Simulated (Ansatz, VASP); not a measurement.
## Two plane-wave programs on AlN

File INCAR:

```
  PREC = Accurate
  ENCUT = 520
  EDIFF = 1E-6
  ISMEAR = -1
  SIGMA = 0.02
  LREAL = False
  LASPH = True
  NELM = 100
  ALGO = Normal
  ISIF = 2
  LWAVE = False
  LCHARG = False
  GGA = PE
  IBRION = 2
  NSW = 80
  EDIFFG = -0.02
```

KPOINTS

```
regular mesh
0
Gamma
  12 12 12
```

Contents of POSCAR:

```
AlN
1.0
    0.0000000000      1.9690000000      1.9690000000
    1.9690000000      0.0000000000      1.9690000000
    1.9690000000      1.9690000000      0.0000000000
Al N
1 1
Direct
    0.0000000000      0.0000000000      0.0000000000
    0.5000000000      0.5000000000      0.5000000000
```

Input for Ansatz:

```yaml
crystal:
  lattice:
    - [0.0, 1.969, 1.969]
    - [1.969, 0.0, 1.969]
    - [1.969, 1.969, 0.0]
  atoms:
    - { symbol: Al, position: [0.0, 0.0, 0.0] }
    - { symbol: "N", position: [0.5, 0.5, 0.5] }
kpoints:
  mp_grid: { grid: [12, 12, 12] }
scf:
  occupations: { method: fermi_dirac, width: 0.02 }
hamiltonian:
  xc: pbe
  pseudopotentials: { kind: paw }
output:
  forces: true
  stress: true
  populations: true
  efg:
    quadrupole_moments_barn: { Al: 0.1466, "N": 0.02044 }
    contact_densities: true
  write_density: true
  write_potential: true
  elf: true
  volumetric_format: npy
relax:
  f_tol: 0.02
  max_steps: 60
```

Alike in both runs: task relaxation of the atoms; functional PBE; k mesh 12 × 12 × 12; occupations fermi-dirac, width 0.02 eV; no spin polarisation.

|  | VASP | Ansatz |
| --- | --- | --- |
| version | VASP 6.6.1 | Ansatz 0.2.0 |
| potentials or method | VASP PAW PBE potentials, release 64 (Al, N) | plane-wave PAW, scalar-relativistic |
| plane-wave cutoff (eV) | 520 | 420 |
| valence electrons in the cell | 8 | 8 |

|  | VASP | Ansatz | Ansatz less VASP |
| --- | --- | --- | --- |
| gap on the k mesh at the Fermi level, each at its own relaxed structure (eV) | 5.16 | 5.14 | -0.014 |

Ansatz's warnings: stress scf threshold loose.

Noted on VASP's run: the relaxation stopped at its first step, so nothing moved.
